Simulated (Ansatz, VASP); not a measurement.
Two plane-wave programs on Sb3Pt

```
CELL_PARAMETERS angstrom
4.58789 0.00000 0.00000
0.00000 4.58789 0.00000
0.00000 0.00000 4.58789
ATOMIC_POSITIONS crystal
Sb 0.00000 0.50000 0.50000
Sb 0.50000 0.00000 0.50000
Sb 0.50000 0.50000 0.00000
Pt 0.00000 0.00000 0.00000
```

Alike in both runs: task single point; functional PBE; k mesh 4 × 4 × 4; occupations gaussian, width 0.1 eV; no spin polarisation.

```csv
,VASP,Ansatz
version,VASP 6.6.1,Ansatz 0.2.0
potentials or method,"VASP PAW PBE potentials, release 64 (Sb, Pt), cutoff 520 eV","scalar-relativistic, plane waves, PAW"
valence electrons in the cell,25,63
```

VASP gave:

| Quantity | Value |
| --- | --- |
| gap on the k mesh at the Fermi level (eV) | none |
| pressure (GPa) | -2.3 |

**Question.** What did Ansatz give for the same quantities?

**Answer.** gap on the k mesh at the Fermi level (eV): none; pressure (GPa): -2.1.

A gap of «none» marks a metal or a gap that the smearing closes. VASP's potentials hold 25 valence electrons a cell and Ansatz's 63, so a difference there can come from the potentials and not from the codes.

Spin-orbit coupling is off throughout.
